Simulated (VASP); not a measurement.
# TiAl3 in VASP: notebook

TiAl3 is run at these levels: PBEsol; tasks: single point.

All numbers are computed with VASP 6.6.1; they aren't measurements. Logs are shortened: lines on timing, memory, paths and dates and some standing lists are left out, and cuts for length are marked.

## (1) The cell of the first run

Symmetry: I4mm, No. 107, tetragonal system. The conventional cell has a = 3.815 Å, b = 3.815 Å, c = 8.553 Å, α = 90.00°, β = 90.00°, γ = 90.00°. Within 3.6 Å of Ti (site symmetry 4mm) lie 12 Al at 2.71 to 2.92 Å. Al (site symmetry 4mm) has 4 Ti at 2.71 Å and 8 Al at 2.76 to 2.97 Å within 3.6 Å. Within 3.6 Å of Al (site symmetry 2mm) lie 8 Al at 2.70 to 2.97 Å and 4 Ti at 2.81 to 2.92 Å.

## (2) Single point, PBEsol (atoms displaced along a vibrational mode)

INCAR

```
SYSTEM = TiAl3
ALGO     = Fast           ! electronic algorithm
EDIFF    = 1E-6           ! SCF threshold, eV
ENCUT    = 520            ! plane-wave cutoff, eV
GGA      = PS             ! functional
ISIF     = 2              ! what is computed and relaxed
ISMEAR   = 0              ! smearing method
LASPH    = .True.         ! aspherical terms in the spheres
LCHARG   = .False.        ! write CHGCAR
LREAL    = .False.        ! projectors in reciprocal space
LWAVE    = .False.        ! write WAVECAR
NBANDS   = 18             ! bands
NELM     = 80             ! most SCF steps
PREC     = Accurate       ! precision mode
SIGMA    = 0.15           ! smearing width, eV
```

KPOINTS

```
k-points
0
Gamma
  14 14 14
  0 0 0
```

POSCAR

```
TiAl3
1.0
   -1.9075708801      1.9075708801      4.2765669297
    1.9075708801     -1.9075708801      4.2765669297
    1.9075708801      1.9075708801     -4.2765669297
Ti Al
1 3
Direct
    0.0089029735      0.0089029735      0.0000000000
    0.4839824791      0.4839824791      0.0000000000
    0.7501115340      0.2501115340      0.5000000000
    0.2501115340      0.7501115340      0.5000000000
```

Potentials or basis: VASP PAW PBE potentials, release 64 (Ti_sv, Al).

Command:

```sh
cat potpaw_PBE.64/Ti_sv/POTCAR potpaw_PBE.64/Al/POTCAR > POTCAR
mpirun -np 1 vasp_std > vasp.out
```

OUTCAR:

```text
SYSTEM = TiAl3
   EDIFF = 1E-6
   ENCUT = 520
   GGA = PS
   ISIF = 2
   ISMEAR = 0
   LASPH = .True.
   LREAL = .False.
   NELM = 80
   PREC = Accurate

 ion  position               nearest neighbor table
   1  0.009  0.009  0.000-   2 2.71   2 2.71   2 2.71   2 2.71   4 2.81   4 2.81   3 2.81   3 2.81
                             4 2.92   3 2.92   4 2.92   3 2.92
   2  0.484  0.484  0.000-   1 2.71   1 2.71   1 2.71   1 2.71   4 2.76   3 2.76   4 2.76   3 2.76
                             3 2.97   4 2.97   3 2.97   4 2.97
   3  0.750  0.250  0.500-   4 2.70   4 2.70   4 2.70   4 2.70   2 2.76   2 2.76   1 2.81   1 2.81
                             1 2.92   1 2.92   2 2.97   2 2.97
   4  0.250  0.750  0.500-   3 2.70   3 2.70   3 2.70   3 2.70   2 2.76   2 2.76   1 2.81   1 2.81
                             1 2.92   1 2.92   2 2.97   2 2.97

  LATTYP: Found a body centered tetragonal cell.
 ALAT       =     3.8151417602
 C/A-ratio  =     2.2418914937

  Lattice vectors:

 A1 = (  -1.9075708801,   1.9075708801,   4.2765669297)
 A2 = (   1.9075708801,  -1.9075708801,   4.2765669297)
 A3 = (   1.9075708801,   1.9075708801,  -4.2765669297)

Analysis of symmetry for initial positions (statically):
=====================================================================
 Subroutine PRICEL returns:
 Original cell was already a primitive cell.

 Routine SETGRP: Setting up the symmetry group for a
 body centered tetragonal supercell.

 Subroutine GETGRP returns: Found  8 space group operations
 (whereof  8 operations were pure point group operations)
 out of a pool of 16 trial point group operations.

The static configuration has the point symmetry C_4v.

Analysis of symmetry for dynamics (positions and initial velocities):
=====================================================================
 Subroutine PRICEL returns:
 Original cell was already a primitive cell.

 Routine SETGRP: Setting up the symmetry group for a
 body centered tetragonal supercell.

 Subroutine GETGRP returns: Found  8 space group operations
 (whereof  8 operations were pure point group operations)
 out of a pool of 16 trial point group operations.

The dynamic configuration has the point symmetry C_4v.

 Subroutine INISYM returns: Found  8 space group operations
 (whereof  8 operations are pure point group operations),
 and found     1 'primitive' translations

----------------------------------------------------------------------------------------

                                     Primitive cell

  volume of cell :      62.2467

  direct lattice vectors                    reciprocal lattice vectors
    -1.907570880  1.907570880  4.276566930     0.000000000  0.262113458  0.116916211
     1.907570880 -1.907570880  4.276566930     0.262113458  0.000000000  0.116916211
     1.907570880  1.907570880 -4.276566930     0.262113458  0.262113458  0.000000000

  length of vectors
     5.056350268  5.056350268  5.056350268     0.287006734  0.287006734  0.370684407

  position of ions in fractional coordinates (direct lattice)
     0.008902973  0.008902973  0.000000000
     0.483982479  0.483982479  0.000000000
     0.750111534  0.250111534  0.500000000
     0.250111534  0.750111534  0.500000000

  ion indices of the primitive-cell ions
   primitive index   ion index
                 1           1
                 2           2
                 3           3
                 4           4

----------------------------------------------------------------------------------------

 KPOINTS: k-points

Automatic generation of k-mesh.
 Grid dimensions read from file:
 generate k-points for:   14   14   14

 Generating k-lattice:

  Cartesian coordinates                     Fractional coordinates (reciprocal lattice)
     0.000000000  0.018722390  0.008351158     0.071428571  0.000000000  0.000000000
     0.018722390  0.000000000  0.008351158     0.000000000  0.071428571  0.000000000
     0.018722390  0.018722390  0.000000000     0.000000000  0.000000000  0.071428571

  Length of vectors
     0.020500481  0.020500481  0.026477458

  Shift w.r.t. Gamma in fractional coordinates (k-lattice)
     0.000000000  0.000000000  0.000000000

 Subroutine IBZKPT returns following result:
 ===========================================

 Found    244 irreducible k-points:

 Following reciprocal coordinates:
            Coordinates               Weight
  0.000000  0.000000  0.000000      1.000000
  0.071429  0.000000 -0.000000      8.000000
  0.142857 -0.000000  0.000000      8.000000
  0.214286 -0.000000  0.000000      8.000000
  0.285714 -0.000000  0.000000      8.000000
  0.357143  0.000000  0.000000      8.000000
[... 16 lines left out ...]
  0.214286  0.142857  0.000000     16.000000
  0.285714  0.142857  0.000000     16.000000
 [... further k-points ...]
   k-points           NKPTS =    244   k-points in BZ     NKDIM =    244   number of bands    NBANDS=     18
   number of dos      NEDOS =    301   number of ions     NIONS =      4
   total plane-waves  NPLWV =  64000
   dimension x,y,z NGX =    40 NGY =   40 NGZ =   40
   dimension x,y,z NGXF=    80 NGYF=   80 NGZF=   80
   ions per type =               1   3
   NGX,Y,Z   is equivalent  to a cutoff of  13.15, 13.15, 13.15 a.u.
   NGXF,Y,Z  is equivalent  to a cutoff of  26.30, 26.30, 26.30 a.u.
 SYSTEM =  TiAl3
   PREC   = accura    normal or accurate (medium, high low for compatibility)
   ISTART =      0    job   : 0-new  1-cont  2-samecut
   ICHARG =      2    charge: 1-file 2-atom 10-const
   ISPIN  =      1    spin polarized calculation?
   LNONCOLLINEAR =      F non collinear calculations
   LSORBIT =      F    spin-orbit coupling
   LASPH  =      T    aspherical Exc in radial PAW
   ENCUT  =  520.0 eV  38.22 Ry    6.18 a.u.   9.40  9.40  9.40*2*pi/ulx,y,z
   NELM   =     80;   NELMIN=  2; NELMDL= -5     # of ELM steps
   EDIFF  = 0.1E-05   stopping-criterion for ELM
   LREAL  =      F    real-space projection
   EDIFFG = 0.1E-04   stopping-criterion for IOM
   NSW    =      0    number of steps for IOM
   IBRION =     -1    ionic relax: 0-MD 1-quasi-New 2-CG
   NFREE  =      0    steps in history (QN), initial steepest desc. (CG)
   ISIF   =      2    stress and relaxation
   ISYM   =      2    0-nonsym 1-usesym 2-fastsym
   POTIM  = 0.5000    time-step for ionic-motion
   TEBEG  =    0.0;   TEEND  =   0.0 temperature during run
   PSTRESS=    0.0 pullay stress
   NELECT =      21.0000    total number of electrons
   NUPDOWN=      -1.0000    fix difference up-down
   EMIN   =  10.00;   EMAX   =-10.00  energy-range for DOS
   EFERMI =   0.00;   METHOD = LEGACY
   ISMEAR =     0;   SIGMA  =   0.15  broadening in eV -4-tet -1-fermi 0-gaus
   EFERMI_NEDOS =   21; number of points for ismear=-14 and -15
   IALGO  =     68    algorithm
   IMIX   =      4    mixing-type and parameters
     AMIX     =   0.40;   BMIX     =  1.00
     AMIX_MAG =   1.60;   BMIX_MAG =  1.00
  volume/ion in A,a.u.               =      15.56       105.02
  Fermi-wavevector in a.u.,A,eV,Ry     =   1.139661  2.153647 17.671619  1.298827
  Thomas-Fermi vector in A             =   2.276364
   LORBIT       =      0    0 simple, 1 ext, 2 COOP (PROOUT), +10 PAW based schemes
   GGA     = PS    functional components
   LHFCALC =     F    Hartree Fock is set to
   AEXX    =    0.0000 exact exchange contribution
   IVDW    =     0    specifies the selected vdW correction
   LEPSILON=     F    determine dielectric tensor
   LRPA    =     F    only Hartree local field effects (RPA)
 non-spin polarized calculation
 RMM-DIIS sequential band-by-band and
 Gauss-broadening in eV      SIGMA  =   0.15
  energy-cutoff  :      520.00
  volume of cell :       62.25
 maximum number of plane-waves:      1696
 NGX is ok and might be reduce to    40
   NGX = 19   NGY = 19   NGZ = 19

 number of electron      21.0000000 magnetization

 Free energy of the ion-electron system (eV)
  ---------------------------------------------------
  ext. energy  EPLUGINS =         0.00000000
  ---------------------------------------------------
  free energy    TOTEN  =       -22.17715210 eV

  energy without entropy =      -22.15731911  energy(sigma->0) =      -22.16723561

 E-fermi :   8.3330     XC(G=0): -10.8948

 val. band max:        8.3327280269   @ k =  -0.1429   0.0714   0.0000
 cond. band min:       8.3507787692   @ k =  -0.2857  -0.3571   0.2143
 fundamental gap:      0.0180507423
 Fermi energy:         8.3330075709

 k-point     1 :       0.0000    0.0000    0.0000
  band No.  band energies     occupation
      1     -47.8644      2.00000
      2     -24.2843      2.00000
      3     -24.2843      2.00000
      4     -24.2090      2.00000
      5      -1.8219      2.00000
      6       5.4276      2.00000
[... 10 lines left out ...]
     17      12.1691      0.00000
     18      12.1706      0.00000

 k-point     2 :       0.0714    0.0000   -0.0000
  band No.  band energies     occupation
      1     -47.8643      2.00000
      2     -24.2857      2.00000
      3     -24.2842      2.00000
      4     -24.2089      2.00000
      5      -1.7578      2.00000
      6       5.1461      2.00000
[... 10 lines left out ...]
     17      12.1891      0.00000
     18      12.5483      0.00000

 k-point     3 :       0.1429   -0.0000    0.0000
  band No.  band energies     occupation
      1     -47.8641      2.00000
      2     -24.2898      2.00000
      3     -24.2839      2.00000
      4     -24.2087      2.00000
      5      -1.5668      2.00000
      6       4.7662      2.00000
[... 10 lines left out ...]
     17      12.2892      0.00000
     18      13.3752      0.00000

 k-point     4 :       0.2143   -0.0000    0.0000
  band No.  band energies     occupation
      1     -47.8638      2.00000
      2     -24.2957      2.00000
      3     -24.2835      2.00000
      4     -24.2084      2.00000
      5      -1.2517      2.00000
      6       4.3182      2.00000
[... 10 lines left out ...]
     17      12.5922      0.00000
     18      14.0832      0.00000

 k-point     5 :       0.2857   -0.0000    0.0000
  band No.  band energies     occupation
      1     -47.8635      2.00000
      2     -24.3022      2.00000
      3     -24.2831      2.00000
      4     -24.2081      2.00000
      5      -0.8179      2.00000
      6       3.6578      2.00000
[... 10 lines left out ...]
     17      13.1094      0.00000
     18      13.9071      0.00000

 k-point     6 :       0.3571    0.0000    0.0000
  band No.  band energies     occupation
      1     -47.8632      2.00000
      2     -24.3080      2.00000
      3     -24.2827      2.00000
      4     -24.2079      2.00000
      5      -0.2735      2.00000
      6       2.8323      2.00000
[... 307 lines left out ...]
 k-point    21 :      -0.0714    0.0714    0.0000
  band No.  band energies     occupation
      1     -47.8642      2.00000
      2     -24.2857      2.00000
      3     -24.2855      2.00000
      4     -24.2088      2.00000
      5      -1.7148      2.00000
      6       5.4946      2.00000
[... 10 lines left out ...]
     17      12.3584      0.00000
     18      12.6654      0.00000

 k-point    22 :       0.1429    0.1429    0.0000
  band No.  band energies     occupation
      1     -47.8639      2.00000
      2     -24.2897      2.00000
      3     -24.2890      2.00000
      4     -24.2086      2.00000
      5      -1.2337      2.00000
      6       4.1064      2.00000
[... 10 lines left out ...]
     17      13.3041      0.00000
     18      13.3994      0.00000

 k-point    23 :       0.2143    0.1429    0.0000
  band No.  band energies     occupation
      1     -47.8636      2.00000
      2     -24.2952      2.00000
      3     -24.2889      2.00000
      4     -24.2084      2.00000
      5      -0.8846      2.00000
      6       3.8302      2.00000
[... 10 lines left out ...]
     17      13.0132      0.00000
     18      13.9778      0.00000

 k-point    24 :       0.2857    0.1429    0.0000
  band No.  band energies     occupation
      1     -47.8633      2.00000
      2     -24.3016      2.00000
      3     -24.2884      2.00000
      4     -24.2080      2.00000
      5      -0.4215      2.00000
      6       3.4271      2.00000
[... 10 lines left out ...]
     17      13.1498      0.00000
     18      14.1626      0.00000

 [... further k-points ...]

------------------------ aborting loop because EDIFF is reached ----------------------------------------

  FORCE on cell =-STRESS in cart. coord.  units (eV):
  Direction    XX          YY          ZZ          XY          YZ          ZX
  --------------------------------------------------------------------------------------
  -------------------------------------------------------------------------------------
  Total        0.1865534      0.1865534      0.1717515      0.0000000      0.0000000      0.0000000
  in kB        4.8017232      4.8017232      4.4207348      0.0000000      0.0000000      0.0000000
  external PRESSURE =       4.6747271 kB  Pullay stress =       0.0000000 kB

 VOLUME and BASIS-vectors are now :
 -----------------------------------------------------------------------------
  energy-cutoff  :      520.00
  volume of cell :       62.25
      direct lattice vectors                 reciprocal lattice vectors
    -1.907570880  1.907570880  4.276566930     0.000000000  0.262113458  0.116916211
     1.907570880 -1.907570880  4.276566930     0.262113458  0.000000000  0.116916211
     1.907570880  1.907570880 -4.276566930     0.262113458  0.262113458  0.000000000

 POSITION                                       TOTAL-FORCE (eV/Angst)
 -----------------------------------------------------------------------------------
      0.00000      0.00000      0.07615         0.000000      0.000000     -0.557368
      0.00000      0.00000      4.13957        -0.000000     -0.000000      0.578814
     -0.00000      1.90757      2.13924        -0.000000     -0.000000     -0.010723
      1.90757     -0.00000      2.13924        -0.000000     -0.000000     -0.010723
 -----------------------------------------------------------------------------------
    total drift:                                0.000000      0.000000     -0.000397

  FREE ENERGIE OF THE ION-ELECTRON SYSTEM (eV)
  ---------------------------------------------------
  free  energy   TOTEN  =       -22.1771520985 eV

  energy  without entropy=      -22.1573191125  energy(sigma->0) =      -22.16723561
```

Wall time 12 min (1 thread of Intel Xeon Platinum 8488C (Sapphire Rapids), shared host); peak memory 0.43 GiB.

What came out:

- Free energy: -22.1772 eV
- Pressure: 0.5 GPa
- Largest force: 0.579 eV/Å
- Band gap on the k mesh: zero (an odd number of electrons rules out a gap without spin polarisation)

Forces in eV/Å, atoms in the order of the input:
```
Ti   0.000  0.000 -0.557
Al   0.000  0.000  0.579
Al   0.000  0.000 -0.011
Al   0.000  0.000 -0.011
```

Caveat: the cell differs from its parent crystal (atoms displaced along a vibrational mode); the PAW data sets were made with another functional, which shifts forces and pressure a little.

## (3) Single point, PBEsol (atoms displaced along a vibrational mode)

INCAR

```
PREC = Accurate
ENCUT = 520
EDIFF = 1E-6
ISMEAR = 0
SIGMA = 0.15
LREAL = F
LASPH = T
NELM = 100
ALGO = Fast
ISIF = 2
LWAVE = F
LCHARG = T
GGA = PS
LELF = T
LVHAR = T
NBANDS = 18
```

KPOINTS

```
regular mesh
0
Gamma
  14 14 14
```

POSCAR

```
TiAl3
1.0
   -1.9075708801      1.9075708801      4.2765669297
    1.9075708801     -1.9075708801      4.2765669297
    1.9075708801      1.9075708801     -4.2765669297
Ti Al
1 3
Direct
    0.0059331495      0.0059331495      0.0000000000
    0.4893255500      0.4893255500      0.0000000000
    0.7500743289      0.2500743289      0.5000000000
    0.2500743289      0.7500743289      0.5000000000
```

Potentials or basis: VASP PAW PBE potentials, release 64 (Ti_sv, Al).

Command:

```sh
cat potpaw_PBE.64/Ti_sv/POTCAR potpaw_PBE.64/Al/POTCAR > POTCAR
mpirun -np 1 vasp_std > vasp.out
```

Run time: 15 min. Hardware: 1 thread of Intel Xeon Platinum 8488C (Sapphire Rapids), shared host; peak memory 0.43 GiB.

It converged, with:

```
Free energy            : -22.2108 eV
Pressure               : 0.3 GPa
Largest force          : 0.381 eV/Å
Band gap on the k mesh : zero (an odd number of electrons rules out a gap without spin polarisation)
```

Forces on the atoms (eV/Å):
```
Ti   0.000  0.000 -0.371
Al   0.000  0.000  0.381
Al   0.000  0.000 -0.005
Al   0.000  0.000 -0.005
```

Stress tensor (GPa, compression positive):
```
0.37 0.00 0.00
0.00 0.37 0.00
0.00 0.00 0.27
```

Levels at points of the mesh, in eV from the Fermi level:
```tsv
k point	band 7	band 8	band 9	band 10	band 11	band 12	band 13	band 14	band 15	band 16
(0.00, 0.00, 0.00)	-2.61	-1.43	-1.25	-1.25	0.86	1.79	1.79	2.21	2.49	3.84
(0.50, 0.00, 0.00)	-3.63	-2.95	-1.05	-0.28	0.50	1.82	2.09	2.72	3.19	4.53
(0.50, 0.50, 0.00)	-4.41	-3.79	-2.69	-2.22	-1.01	1.79	1.96	2.67	2.93	3.23
(0.50, 0.50, 0.50)	-2.02	-0.92	-0.92	-0.26	0.70	0.70	0.98	3.06	4.78	6.21
```

Caveat: the cell differs from its parent crystal (atoms displaced along a vibrational mode); the PAW data sets were made with another functional, which shifts forces and pressure a little.

## (4) Single point, PBEsol (atoms displaced along a vibrational mode)

INCAR

```
PREC = Accurate ; ENCUT = 520
EDIFF = 1E-6 ; ISMEAR = 0
SIGMA = 0.15 ; LREAL = False
LASPH = True ; NELM = 80
ALGO = Fast ; ISIF = 2
LWAVE = False ; LCHARG = False
GGA = PS ; NBANDS = 18
```

KPOINTS is that of step 3.

POSCAR

```
TiAl3
1.0
   -1.9075708801      1.9075708801      4.2765669297
    1.9075708801     -1.9075708801      4.2765669297
    1.9075708801      1.9075708801     -4.2765669297
Ti Al
1 3
Direct
    0.0059331495     -0.0044461315     -0.0103792811
    0.4893255500      0.4790638558     -0.0102616942
    0.7500743289      0.2644119351      0.5143376062
    0.2500743289      0.7644119351      0.5143376062
```

Command:

```sh
cat potpaw_PBE.64/Ti_sv/POTCAR potpaw_PBE.64/Al/POTCAR > POTCAR
mpirun -np 1 vasp_std > vasp.out
```

Run time: 71 min. Hardware: 1 thread of Intel Xeon Platinum 8488C (Sapphire Rapids), shared host; peak memory 0.87 GiB.

The run converged. Its results:

```
Free energy            : -22.1837 eV
Pressure               : 0.5 GPa
Largest force          : 0.525 eV/Å
Band gap on the k mesh : zero (an odd number of electrons rules out a gap without spin polarisation)
```

Forces in eV/Å, atoms in the order of the input:
```
Ti   0.365  0.000 -0.377
Al   0.212  0.000  0.390
Al  -0.224  0.000 -0.008
Al  -0.354  0.000 -0.004
```

Stress tensor (GPa, compression positive):
```
0.57 0.00 0.10
0.00 0.34 0.00
0.10 0.00 0.65
```

Levels at points of the mesh, in eV from the Fermi level:
```csv
k point,band 9,band 10,band 11,band 12,band 13,band 14
"(0.00, 0.00, 0.00)",-1.25,-1.24,0.86,1.79,1.79,2.19
"(0.50, 0.00, 0.00)",-1.05,-0.28,0.50,1.82,2.10,2.72
"(0.00, 0.50, 0.00)",-1.05,-0.28,0.50,1.82,2.09,2.70
"(0.50, 0.00, 0.50)",-1.05,-0.28,0.50,1.82,2.09,2.72
"(0.50, 0.50, 0.00)",-2.68,-2.21,-1.00,1.79,1.96,2.65
"(0.50, 0.50, 0.50)",-0.92,-0.24,0.69,0.70,0.98,3.06
```

Caveat: the cell differs from its parent crystal (atoms displaced along a vibrational mode); the PAW data sets were made with another functional, which shifts forces and pressure a little.

## (5) Summary

| cell | gap on the mesh (eV) | pressure (GPa) | largest force (eV/Å) |
| --- | --- | --- | --- |
| as given, atomic positions A | none | 0.5 | 0.58 |
| as given, atomic positions B | none | 0.3 | 0.38 |
| as given, atomic positions C | none | 0.5 | 0.52 |

Alike in all rows: task single point; level PBEsol; potentials or basis VASP PAW PBE potentials, release 64 (Ti_sv, Al); no spin polarisation; k mesh 14 × 14 × 14; cutoff (eV) 520; smearing gaussian 0.15 eV.

Caveats: the PAW data sets were made with another functional, which shifts forces and pressure a little.

Absolute energies hang on the potentials; compare differences alone.
